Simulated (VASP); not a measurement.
# Cs (Im-3m) in VASP: single point with PBE

Aim: the single point of Cs with PBE.

All numbers are computed with VASP 6.6.1; they aren't measurements. Logs are shortened: lines on timing, memory, paths and dates and some standing lists are left out, and cuts for length are marked.

### 1 The cell of the first run

The structure is cubic, space group Im-3m (No. 229). Conventional cell: a = 6.154 Å, b = 6.154 Å, c = 6.154 Å, α = 90.00°, β = 90.00°, γ = 90.00°.

### 2 Single point, PBE

INCAR reads:

```
PREC = Accurate
ENCUT = 500
EDIFF = 1E-6
ISMEAR = -1
SIGMA = 0.0816
LREAL = F
LASPH = T
NELM = 120
ALGO = Normal
ISIF = 2
LWAVE = F
LCHARG = F
GGA = PE
NBANDS = 16
GGA_COMPAT = F
```

KPOINTS reads:

```
Automatic mesh
0
Gamma
  4 4 4
```

POSCAR reads:

```
Cs
1.0
    6.1543120881      0.0000000000      0.0000000000
    0.0000000000      6.1543120881      0.0000000000
    0.0000000000      0.0000000000      6.1543120881
Cs
2
Direct
    0.0000000000      0.0000000000      0.0000000000
    0.5000000000      0.5000000000      0.5000000000
```

Potentials or basis: VASP PAW PBE potentials, release 64 (Cs_sv).

The run is started by

```sh
$ cat potpaw_PBE.64/Cs_sv/POTCAR > POTCAR
$ mpirun -np 1 vasp_std > vasp.out
```

OUTCAR:

```text
PREC = Accurate
   ENCUT = 500
   EDIFF = 1E-6
   ISMEAR = -1
   LREAL = F
   LASPH = T
   NELM = 120
   ISIF = 2
   GGA = PE

 ion  position               nearest neighbor table
   1  0.000  0.000  0.000-
   2  0.500  0.500  0.500-

  LATTYP: Found a simple cubic cell.
 ALAT       =     6.1543120881

  Lattice vectors:

 A1 = (   6.1543120881,   0.0000000000,   0.0000000000)
 A2 = (   0.0000000000,   6.1543120881,   0.0000000000)
 A3 = (   0.0000000000,   0.0000000000,   6.1543120881)

Analysis of symmetry for initial positions (statically):
=====================================================================
 Subroutine PRICEL returns following result:

  LATTYP: Found a body centered cubic cell.
 ALAT       =     6.1543120881

  Lattice vectors:

 A1 = (   3.0771560441,   3.0771560441,  -3.0771560440)
 A2 = (  -3.0771560441,   3.0771560440,   3.0771560440)
 A3 = (   3.0771560441,  -3.0771560440,   3.0771560441)

   2 primitive cells build up your supercell.

 Routine SETGRP: Setting up the symmetry group for a
 simple cubic supercell.

 Subroutine GETGRP returns: Found 48 space group operations
 (whereof 48 operations were pure point group operations)
 out of a pool of 48 trial point group operations.

The static configuration has the point symmetry O_h .

Analysis of symmetry for dynamics (positions and initial velocities):
=====================================================================
 Subroutine PRICEL returns following result:

  LATTYP: Found a body centered cubic cell.
 ALAT       =     6.1543120881

  Lattice vectors:

 A1 = (   3.0771560441,   3.0771560441,  -3.0771560440)
 A2 = (  -3.0771560441,   3.0771560440,   3.0771560440)
 A3 = (   3.0771560441,  -3.0771560440,   3.0771560441)

   2 primitive cells build up your supercell.

 Routine SETGRP: Setting up the symmetry group for a
 simple cubic supercell.

 Subroutine GETGRP returns: Found 48 space group operations
 (whereof 48 operations were pure point group operations)
 out of a pool of 48 trial point group operations.

The dynamic configuration has the point symmetry O_h .

 Subroutine INISYM returns: Found 48 space group operations
[... 71 lines left out ...]
   PREC   = accura    normal or accurate (medium, high low for compatibility)
   ISTART =      0    job   : 0-new  1-cont  2-samecut
   ICHARG =      2    charge: 1-file 2-atom 10-const
   ISPIN  =      1    spin polarized calculation?
   LNONCOLLINEAR =      F non collinear calculations
   LSORBIT =      F    spin-orbit coupling
   LASPH  =      T    aspherical Exc in radial PAW
   ENCUT  =  500.0 eV  36.75 Ry    6.06 a.u.  11.22 11.22 11.22*2*pi/ulx,y,z
   NELM   =    120;   NELMIN=  2; NELMDL= -5     # of ELM steps
   EDIFF  = 0.1E-05   stopping-criterion for ELM
   LREAL  =      F    real-space projection
   EDIFFG = 0.1E-04   stopping-criterion for IOM
   NSW    =      0    number of steps for IOM
   IBRION =     -1    ionic relax: 0-MD 1-quasi-New 2-CG
   NFREE  =      0    steps in history (QN), initial steepest desc. (CG)
   ISIF   =      2    stress and relaxation
   ISYM   =      2    0-nonsym 1-usesym 2-fastsym
   POTIM  = 0.5000    time-step for ionic-motion
   TEBEG  =    0.0;   TEEND  =   0.0 temperature during run
   PSTRESS=    0.0 pullay stress
   NELECT =      18.0000    total number of electrons
   NUPDOWN=      -1.0000    fix difference up-down
   EMIN   =  10.00;   EMAX   =-10.00  energy-range for DOS
   EFERMI =   0.00;   METHOD = LEGACY
   ISMEAR =    -1;   SIGMA  =   0.08  broadening in eV -4-tet -1-fermi 0-gaus
   EFERMI_NEDOS =   21; number of points for ismear=-14 and -15
   IALGO  =     38    algorithm
   IMIX   =      4    mixing-type and parameters
     AMIX     =   0.40;   BMIX     =  1.00
     AMIX_MAG =   1.60;   BMIX_MAG =  1.00
  volume/ion in A,a.u.               =     116.55       786.51
  Fermi-wavevector in a.u.,A,eV,Ry     =   0.697139  1.317402  6.612473  0.486003
  Thomas-Fermi vector in A             =   1.780384
   LORBIT       =      0    0 simple, 1 ext, 2 COOP (PROOUT), +10 PAW based schemes
   GGA     = PE    functional components
   LHFCALC =     F    Hartree Fock is set to
   AEXX    =    0.0000 exact exchange contribution
   IVDW    =     0    specifies the selected vdW correction
   LEPSILON=     F    determine dielectric tensor
   LRPA    =     F    only Hartree local field effects (RPA)
 non-spin polarized calculation
  energy-cutoff  :      500.00
  volume of cell :      233.10
 maximum number of plane-waves:      5940
 NGX is ok and might be reduce to    48
   NGX = 23   NGY = 23   NGZ = 23

 number of electron      18.0000005 magnetization

 Free energy of the ion-electron system (eV)
  ---------------------------------------------------
  ext. energy  EPLUGINS =         0.00000000
  ---------------------------------------------------
  free energy    TOTEN  =        -1.71671943 eV

  energy without entropy =       -1.65030513  energy(sigma->0) =       -1.68351228

 E-fermi :   0.3758     XC(G=0):  -5.3735

 val. band max:        0.1823150897   @ k =   0.5000   0.2500   0.0000
 cond. band min:       0.4405075526   @ k =   0.5000   0.2500   0.2500
 fundamental gap:      0.2581924630
 Fermi energy:         0.3758016045

 k-point     1 :       0.0000    0.0000    0.0000
  band No.  band energies     occupation
      1     -23.4441      2.00000
      2     -23.4329      2.00000
      3     -10.2830      2.00000
      4     -10.2830      2.00000
      5     -10.2830      2.00000
      6     -10.1894      2.00000
[... 167 lines left out ...]
      3     -10.2538      2.00000
      4     -10.2538      2.00000
      5     -10.2538      2.00000
      6     -10.2538      2.00000
[... 8 lines left out ...]
     15       2.7691      0.00000
     16       2.7691      0.00000

------------------------ aborting loop because EDIFF is reached ----------------------------------------

  FORCE on cell =-STRESS in cart. coord.  units (eV):
  Direction    XX          YY          ZZ          XY          YZ          ZX
  --------------------------------------------------------------------------------------
  -------------------------------------------------------------------------------------
  Total        0.0100809      0.0100809      0.0100809     -0.0000000     -0.0000000     -0.0000000
  in kB        0.0692900      0.0692900      0.0692900     -0.0000000     -0.0000000     -0.0000000
  external PRESSURE =       0.0692900 kB  Pullay stress =       0.0000000 kB

 VOLUME and BASIS-vectors are now :
 -----------------------------------------------------------------------------
  energy-cutoff  :      500.00
  volume of cell :      233.10
      direct lattice vectors                 reciprocal lattice vectors
     6.154312088  0.000000000  0.000000000     0.162487697  0.000000000  0.000000000
     0.000000000  6.154312088  0.000000000     0.000000000  0.162487697  0.000000000
     0.000000000  0.000000000  6.154312088     0.000000000  0.000000000  0.162487697

 POSITION                                       TOTAL-FORCE (eV/Angst)
 -----------------------------------------------------------------------------------
      0.00000      0.00000      0.00000         0.000000     -0.000000     -0.000000
      3.07716      3.07716      3.07716        -0.000000      0.000000      0.000000
 -----------------------------------------------------------------------------------
    total drift:                                0.000000     -0.000000     -0.000000

  FREE ENERGIE OF THE ION-ELECTRON SYSTEM (eV)
  ---------------------------------------------------
  free  energy   TOTEN  =        -1.7167194278 eV

  energy  without entropy=       -1.6503051256  energy(sigma->0) =       -1.68351228
```

OSZICAR:

```text
N       E                     dE             d eps       ncg     rms          rms(c)
DAV:   1     0.129444938571E+03    0.12944E+03   -0.57602E+03   320   0.803E+02
DAV:   2     0.155643951378E+02   -0.11388E+03   -0.10989E+03   480   0.146E+02
DAV:   3    -0.135580519756E+01   -0.16920E+02   -0.16872E+02   408   0.595E+01
DAV:   4    -0.171059151488E+01   -0.35479E+00   -0.35475E+00   440   0.102E+01
DAV:   5    -0.171327603991E+01   -0.26845E-02   -0.26845E-02   432   0.885E-01    0.185E-01
DAV:   6    -0.171446778351E+01   -0.11917E-02   -0.30069E-03   424   0.255E-01    0.127E-01
DAV:   7    -0.171645865505E+01   -0.19909E-02   -0.57158E-03   392   0.353E-01    0.516E-02
DAV:   8    -0.171671734024E+01   -0.25869E-03   -0.33186E-04   416   0.874E-02    0.975E-03
DAV:   9    -0.171671998339E+01   -0.26432E-05   -0.20712E-05   448   0.210E-02    0.447E-03
DAV:  10    -0.171671942780E+01    0.55559E-06   -0.20647E-06   344   0.534E-03
   1 F= -.17167194E+01 E0= -.16835123E+01  d E =-.664143E-01
```

stdout:

```text
POSCAR found type information on POSCAR Cs
 POSCAR found :  1 types and       2 ions
 scaLAPACK will be used
 LDA part: xc-table for (Slater+PW92), standard interpolation
 POSCAR, INCAR and KPOINTS ok, starting setup
 FFT: planning ... GRIDC
 FFT: planning ... GRID_SOFT
 FFT: planning ... GRID
 WAVECAR not read
 entering main loop
```

Wall time 48 s (1 thread of Intel Xeon 8259CL, shared host); peak memory 0.31 GiB.

What came out:

- Free energy: -1.7167 eV
- Pressure: 0.0 GPa
- Band gap on the k mesh: zero (bands 9 and 10 overlap by 1.44 eV)

Levels at points of the mesh, in eV from the Fermi level:
| k point | band 7 | band 8 | band 9 | band 10 | band 11 | band 12 |
| --- | --- | --- | --- | --- | --- | --- |
| (0.00, 0.00, 0.00) | -10.57 | -10.57 | -1.62 | 0.70 | 0.70 | 2.53 |
| (0.50, 0.00, 0.00) | -10.61 | -10.61 | -0.41 | -0.41 | 1.59 | 1.59 |
| (0.50, 0.50, 0.00) | -10.57 | -10.57 | 0.09 | 0.09 | 0.90 | 0.90 |
| (0.50, 0.50, 0.50) | -10.63 | -10.63 | 1.03 | 1.03 | 1.03 | 1.03 |

Caveat: spin-orbit coupling is left out, which moves the levels of the heavy elements.

The gap in the log of VASP goes by the Fermi energy; the results here count the filled bands.